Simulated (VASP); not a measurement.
# TaV (Cmmm) in VASP: a series of runs

Runs on TaV. Level: PBE. Tasks: single point.

Program: VASP 6.6.1. These are calculated values, not measurements. Logs are shortened: lines on timing, memory, paths and dates and some standing lists are left out, and cuts for length are marked.

**1. The cell of the first run**

Symmetry: Cmmm, No. 65, orthorhombic system. Conventional cell: a = 3.213 Å, b = 4.616 Å, c = 4.341 Å, α = 90.00°, β = 90.00°, γ = 90.00°. Within 3.6 Å of Ta (site symmetry mmm) lie 8 V at 2.70 to 3.17 Å and 6 Ta at 2.81 to 3.21 Å. V (site symmetry mmm) has 8 Ta at 2.70 to 3.17 Å and 6 V at 2.81 to 3.21 Å within 3.6 Å.

**2. Single point, PBE**

The input, INCAR:

```
SYSTEM = TaV
PREC = Accurate ; ENCUT = 520
EDIFF = 1E-6 ; ISMEAR = -1
SIGMA = 0.08 ; LREAL = .False.
LASPH = .True. ; NELM = 100
ALGO = Normal ; ISIF = 2
LWAVE = .False. ; LCHARG = .True.
GGA = PE ; LELF = .True.
LVHAR = .True. ; NBANDS = 19
```

The input, KPOINTS:

```
regular mesh
0
Gamma
  12 12 8
  0 0 0
```

The input, POSCAR:

```
TaV
1.0
    1.6067000000     -2.3077750000      0.0000000000
    1.6067000000      2.3077750000      0.0000000000
    0.0000000000      0.0000000000      4.3413610000
Ta V
1 1
Direct
    0.0000000000      0.0000000000      0.0000000000
    0.5000000000      0.5000000000      0.5000000000
```

Potentials or basis: VASP PAW PBE potentials, release 64 (Ta_pv, V_sv).

On the command line:

```
> cat potpaw_PBE.64/Ta_pv/POTCAR potpaw_PBE.64/V_sv/POTCAR > POTCAR
> mpirun -np 1 vasp_std > vasp.out
```

OUTCAR:

```text
SYSTEM = TaV
   PREC = Accurate
   ENCUT = 520
   EDIFF = 1E-6
   ISMEAR = -1
   LREAL = .False.
   LASPH = .True.
   NELM = 100
   ISIF = 2
   GGA = PE

 ion  position               nearest neighbor table
   1  0.000  0.000  0.000-   2 2.70   2 2.70   2 2.70   2 2.70   2 3.17   2 3.17   2 3.17   2 3.17

   2  0.500  0.500  0.500-   1 2.70   1 2.70   1 2.70   1 2.70   1 3.17   1 3.17   1 3.17   1 3.17

  LATTYP: Found a base centered orthorhombic cell.
 ALAT       =     3.2134000000
 B/A-ratio  =     1.4363446816
 C/A-ratio  =     1.3510179249

  Lattice vectors:

 A1 = (   1.6067000000,  -2.3077750000,   0.0000000000)
 A2 = (   1.6067000000,   2.3077750000,   0.0000000000)
 A3 = (   0.0000000000,   0.0000000000,   4.3413610000)

Analysis of symmetry for initial positions (statically):
=====================================================================
 Subroutine PRICEL returns:
 Original cell was already a primitive cell.

 Routine SETGRP: Setting up the symmetry group for a
 base centered orthorhombic supercell.

 Subroutine GETGRP returns: Found  8 space group operations
 (whereof  8 operations were pure point group operations)
 out of a pool of  8 trial point group operations.

The static configuration has the point symmetry D_2h.

Analysis of symmetry for dynamics (positions and initial velocities):
=====================================================================
 Subroutine PRICEL returns:
 Original cell was already a primitive cell.

 Routine SETGRP: Setting up the symmetry group for a
 base centered orthorhombic supercell.

 Subroutine GETGRP returns: Found  8 space group operations
 (whereof  8 operations were pure point group operations)
 out of a pool of  8 trial point group operations.

The dynamic configuration has the point symmetry D_2h.

 Subroutine INISYM returns: Found  8 space group operations
 (whereof  8 operations are pure point group operations),
 and found     1 'primitive' translations

----------------------------------------------------------------------------------------

                                     Primitive cell

  volume of cell :      32.1947

  direct lattice vectors                    reciprocal lattice vectors
     1.606700000 -2.307775000  0.000000000     0.311196863 -0.216658903  0.000000000
     1.606700000  2.307775000  0.000000000     0.311196863  0.216658903  0.000000000
     0.000000000  0.000000000  4.341361000     0.000000000  0.000000000  0.230342512

  length of vectors
     2.811994015  2.811994015  4.341361000     0.379189356  0.379189356  0.230342512

  position of ions in fractional coordinates (direct lattice)
     0.000000000  0.000000000  0.000000000
     0.500000000  0.500000000  0.500000000

  ion indices of the primitive-cell ions
   primitive index   ion index
                 1           1
                 2           2

----------------------------------------------------------------------------------------

 KPOINTS: regular mesh

Automatic generation of k-mesh.
 Grid dimensions read from file:
 generate k-points for:   12   12    8

 Generating k-lattice:

  Cartesian coordinates                     Fractional coordinates (reciprocal lattice)
     0.025933072 -0.018054909  0.000000000     0.083333333 -0.000000000  0.000000000
     0.025933072  0.018054909  0.000000000    -0.000000000  0.083333333  0.000000000
     0.000000000  0.000000000  0.028792814     0.000000000  0.000000000  0.125000000

  Length of vectors
     0.031599113  0.031599113  0.028792814

  Shift w.r.t. Gamma in fractional coordinates (k-lattice)
     0.000000000  0.000000000  0.000000000

 Subroutine IBZKPT returns following result:
 ===========================================

 Found    215 irreducible k-points:

 Following reciprocal coordinates:
            Coordinates               Weight
  0.000000  0.000000  0.000000      1.000000
  0.083333  0.000000  0.000000      4.000000
  0.166667 -0.000000  0.000000      4.000000
  0.250000  0.000000  0.000000      4.000000
  0.333333  0.000000  0.000000      4.000000
  0.416667 -0.000000  0.000000      4.000000
[... 16 lines left out ...]
  0.500000  0.166667  0.000000      4.000000
 -0.416667  0.166667  0.000000      4.000000
 [... further k-points ...]
   k-points           NKPTS =    215   k-points in BZ     NKDIM =    215   number of bands    NBANDS=     19
   number of dos      NEDOS =    301   number of ions     NIONS =      2
   total plane-waves  NPLWV =  18432
   dimension x,y,z NGX =    24 NGY =   24 NGZ =   32
   dimension x,y,z NGXF=    48 NGYF=   48 NGZF=   64
   ions per type =               1   1
   NGX,Y,Z   is equivalent  to a cutoff of  14.19, 14.19, 12.25 a.u.
   NGXF,Y,Z  is equivalent  to a cutoff of  28.38, 28.38, 24.51 a.u.
 SYSTEM =  TaV
   PREC   = accura    normal or accurate (medium, high low for compatibility)
   ISTART =      0    job   : 0-new  1-cont  2-samecut
   ICHARG =      2    charge: 1-file 2-atom 10-const
   ISPIN  =      1    spin polarized calculation?
   LNONCOLLINEAR =      F non collinear calculations
   LSORBIT =      F    spin-orbit coupling
   LASPH  =      T    aspherical Exc in radial PAW
   ENCUT  =  520.0 eV  38.22 Ry    6.18 a.u.   5.23  5.23  8.07*2*pi/ulx,y,z
   NELM   =    100;   NELMIN=  2; NELMDL= -5     # of ELM steps
   EDIFF  = 0.1E-05   stopping-criterion for ELM
   LREAL  =      F    real-space projection
   EDIFFG = 0.1E-04   stopping-criterion for IOM
   NSW    =      0    number of steps for IOM
   IBRION =     -1    ionic relax: 0-MD 1-quasi-New 2-CG
   NFREE  =      0    steps in history (QN), initial steepest desc. (CG)
   ISIF   =      2    stress and relaxation
   ISYM   =      2    0-nonsym 1-usesym 2-fastsym
   POTIM  = 0.5000    time-step for ionic-motion
   TEBEG  =    0.0;   TEEND  =   0.0 temperature during run
   PSTRESS=    0.0 pullay stress
   NELECT =      24.0000    total number of electrons
   NUPDOWN=      -1.0000    fix difference up-down
   EMIN   =  10.00;   EMAX   =-10.00  energy-range for DOS
   EFERMI =   0.00;   METHOD = LEGACY
   ISMEAR =    -1;   SIGMA  =   0.08  broadening in eV -4-tet -1-fermi 0-gaus
   EFERMI_NEDOS =   21; number of points for ismear=-14 and -15
   IALGO  =     38    algorithm
   IMIX   =      4    mixing-type and parameters
     AMIX     =   0.40;   BMIX     =  1.00
     AMIX_MAG =   1.60;   BMIX_MAG =  1.00
  volume/ion in A,a.u.               =      16.10       108.63
  Fermi-wavevector in a.u.,A,eV,Ry     =   1.484399  2.805107 29.979609  2.203439
  Thomas-Fermi vector in A             =   2.597940
   LORBIT       =      0    0 simple, 1 ext, 2 COOP (PROOUT), +10 PAW based schemes
   GGA     = PE    functional components
   LHFCALC =     F    Hartree Fock is set to
   AEXX    =    0.0000 exact exchange contribution
   IVDW    =     0    specifies the selected vdW correction
   LEPSILON=     F    determine dielectric tensor
   LRPA    =     F    only Hartree local field effects (RPA)
 non-spin polarized calculation
  energy-cutoff  :      520.00
  volume of cell :       32.19
 maximum number of plane-waves:       886
 NGX is ok and might be reduce to    24
   NGX = 11   NGY = 11   NGZ = 17

 number of electron      24.0000002 magnetization

 Free energy of the ion-electron system (eV)
  ---------------------------------------------------
  ext. energy  EPLUGINS =         0.00000000
  ---------------------------------------------------
  free energy    TOTEN  =       -20.67315478 eV

  energy without entropy =      -20.60170797  energy(sigma->0) =      -20.63743138

 E-fermi :   7.0753     XC(G=0): -12.6098

 val. band max:        7.0717810520   @ k =  -0.2500   0.0833   0.2500
 cond. band min:       7.0775183830   @ k =  -0.2500   0.1667   0.1250
 fundamental gap:      0.0057373309
 Fermi energy:         7.0753047397

 k-point     1 :       0.0000    0.0000    0.0000
  band No.  band energies     occupation
      1     -56.6619      2.00000
      2     -30.5439      2.00000
      3     -30.3726      2.00000
      4     -30.3185      2.00000
      5     -26.4611      2.00000
      6     -26.0419      2.00000
[... 11 lines left out ...]
     18      11.9130      0.00000
     19      13.2275      0.00000

 k-point     2 :       0.0833    0.0000    0.0000
  band No.  band energies     occupation
      1     -56.6593      2.00000
      2     -30.5378      2.00000
      3     -30.3845      2.00000
      4     -30.3285      2.00000
      5     -26.4578      2.00000
      6     -26.0848      2.00000
[... 11 lines left out ...]
     18      11.9399      0.00000
     19      13.5815      0.00000

 k-point     3 :       0.1667   -0.0000    0.0000
  band No.  band energies     occupation
      1     -56.6523      2.00000
      2     -30.5210      2.00000
      3     -30.4309      2.00000
      4     -30.3419      2.00000
      5     -26.4486      2.00000
      6     -26.2439      2.00000
[... 11 lines left out ...]
     18      11.8148      0.00000
     19      14.5773      0.00000

 k-point     4 :       0.2500    0.0000    0.0000
  band No.  band energies     occupation
      1     -56.6426      2.00000
      2     -30.5049      2.00000
      3     -30.4981      2.00000
      4     -30.3489      2.00000
      5     -26.4895      2.00000
      6     -26.4360      2.00000
[... 11 lines left out ...]
     18      11.5547      0.00000
     19      15.8797      0.00000

 k-point     5 :       0.3333    0.0000    0.0000
  band No.  band energies     occupation
      1     -56.6329      2.00000
      2     -30.5810      2.00000
      3     -30.4751      2.00000
      4     -30.3532      2.00000
      5     -26.7354      2.00000
      6     -26.4234      2.00000
[... 11 lines left out ...]
     18      11.9486      0.00000
     19      16.3986      0.00000
[... 334 lines left out ...]
      2     -30.5839      2.00000
      3     -30.4527      2.00000
      4     -30.4323      2.00000
      5     -26.7494      2.00000
      6     -26.4095      2.00000
[... 11 lines left out ...]
     18      12.6470      0.00000
     19      15.8497      0.00000

 k-point    22 :       0.4167    0.1667    0.0000
  band No.  band energies     occupation
      1     -56.6177      2.00000
      2     -30.6313      2.00000
      3     -30.4471      2.00000
      4     -30.4274      2.00000
      5     -26.8877      2.00000
      6     -26.3910      2.00000
[... 11 lines left out ...]
     18      12.7766      0.00000
     19      15.7388      0.00000

 k-point    23 :       0.5000    0.1667    0.0000
  band No.  band energies     occupation
      1     -56.6165      2.00000
      2     -30.6445      2.00000
      3     -30.4522      2.00000
      4     -30.4195      2.00000
      5     -26.9203      2.00000
      6     -26.3788      2.00000
[... 11 lines left out ...]
     18      13.1203      0.00000
     19      15.8618      0.00000

 k-point    24 :      -0.4167    0.1667    0.0000
  band No.  band energies     occupation
      1     -56.6202      2.00000
      2     -30.6191      2.00000
      3     -30.4664      2.00000
      4     -30.4118      2.00000
      5     -26.8348      2.00000
      6     -26.3760      2.00000
[... 11 lines left out ...]
     18      12.7815      0.00000
     19      16.4712      0.00000

 [... further k-points ...]

------------------------ aborting loop because EDIFF is reached ----------------------------------------

  FORCE on cell =-STRESS in cart. coord.  units (eV):
  Direction    XX          YY          ZZ          XY          YZ          ZX
  --------------------------------------------------------------------------------------
  -------------------------------------------------------------------------------------
  Total        0.0053016     -0.0911702     -0.0217310     -0.0000000      0.0000000      0.0000000
  in kB        0.2638359     -4.5371110     -1.0814495     -0.0000000      0.0000000      0.0000000
  external PRESSURE =      -1.7849082 kB  Pullay stress =       0.0000000 kB

 VOLUME and BASIS-vectors are now :
 -----------------------------------------------------------------------------
  energy-cutoff  :      520.00
  volume of cell :       32.19
      direct lattice vectors                 reciprocal lattice vectors
     1.606700000 -2.307775000  0.000000000     0.311196863 -0.216658903  0.000000000
     1.606700000  2.307775000  0.000000000     0.311196863  0.216658903  0.000000000
     0.000000000  0.000000000  4.341361000     0.000000000  0.000000000  0.230342512

 POSITION                                       TOTAL-FORCE (eV/Angst)
 -----------------------------------------------------------------------------------
      0.00000      0.00000      0.00000        -0.000000      0.000000      0.000000
      1.60670      0.00000      2.17068         0.000000      0.000000      0.000000
 -----------------------------------------------------------------------------------
    total drift:                                0.000000      0.000000     -0.000000

  FREE ENERGIE OF THE ION-ELECTRON SYSTEM (eV)
  ---------------------------------------------------
  free  energy   TOTEN  =       -20.6731547836 eV

  energy  without entropy=      -20.6017079720  energy(sigma->0) =      -20.63743138
```

Wall time 74 s (1 thread of Intel Xeon Platinum 8488C (Sapphire Rapids), shared host); peak memory 0.26 GiB.

Results:

| Item | Value |
| --- | --- |
| Free energy | -20.6732 eV |
| Pressure | -0.2 GPa |
| Band gap on the k mesh | zero (bands 12 and 13 overlap by 2.04 eV) |

Levels at points of the mesh, in eV from the Fermi level:
```tsv
k point	band 10	band 11	band 12	band 13	band 14	band 15
(0.00, 0.00, 0.00)	-1.32	0.07	0.48	0.84	1.98	2.12
(0.50, 0.00, 0.00)	-1.54	-0.86	-0.66	-0.29	1.63	2.27
(0.50, 0.50, 0.00)	-2.99	-1.46	1.11	2.87	2.96	3.66
(0.00, 0.00, 0.50)	-0.50	-0.20	0.17	0.33	1.48	1.55
(0.50, 0.00, 0.50)	-1.36	-1.02	1.21	1.86	2.13	2.17
(0.50, 0.50, 0.50)	-1.65	-1.22	0.58	1.10	1.20	2.43
```

Caveat: spin-orbit coupling is left out, which moves the levels of the heavy elements.

**3. Single point, PBE, collinear spin, zero start**

The input, INCAR:

```
SYSTEM = TaV
ALGO = Normal
EDIFF = 1E-6
ENCUT = 520
GGA = PE
ISIF = 2
ISMEAR = -1
ISPIN = 2
LASPH = .TRUE.
LCHARG = .FALSE.
LMAXMIX = 4
LORBIT = 11
LREAL = .FALSE.
LWAVE = .FALSE.
MAGMOM = 0 0
NBANDS = 23
NELM = 150
NUPDOWN = 0.0
PREC = Accurate
SIGMA = 0.08
```

The input, KPOINTS:

```
k-points
0
G
  12 12 8
  0 0 0
```

POSCAR is that of step 2.

Potentials or basis: VASP PAW PBE potentials, release 64 (Ta_pv, V_sv).

On the command line:

```
> cat potpaw_PBE.64/Ta_pv/POTCAR potpaw_PBE.64/V_sv/POTCAR > POTCAR
> mpirun -np 1 vasp_std > vasp.out
```

Run time: 2.7 min. Hardware: 1 thread of Intel Xeon Platinum 8488C (Sapphire Rapids), shared host; peak memory 0.35 GiB.

Results (log left out):

| Property | Result |
| --- | --- |
| Free energy | -20.6732 eV |
| Pressure | -0.1 GPa |
| Net moment | 0.00 μB per cell |
| Valence electrons inside the program's atomic spheres | Ta 9.00; V 11.53 |

Stress tensor (GPa, compression positive):
```
 0.07  0.00  0.00
 0.00 -0.42  0.00
 0.00  0.00 -0.08
```

Caveat: spin-orbit coupling is left out, which moves the levels of the heavy elements; the total moment is fixed, so each spin has its own Fermi level.

(Part 1 of 2 ends here.)
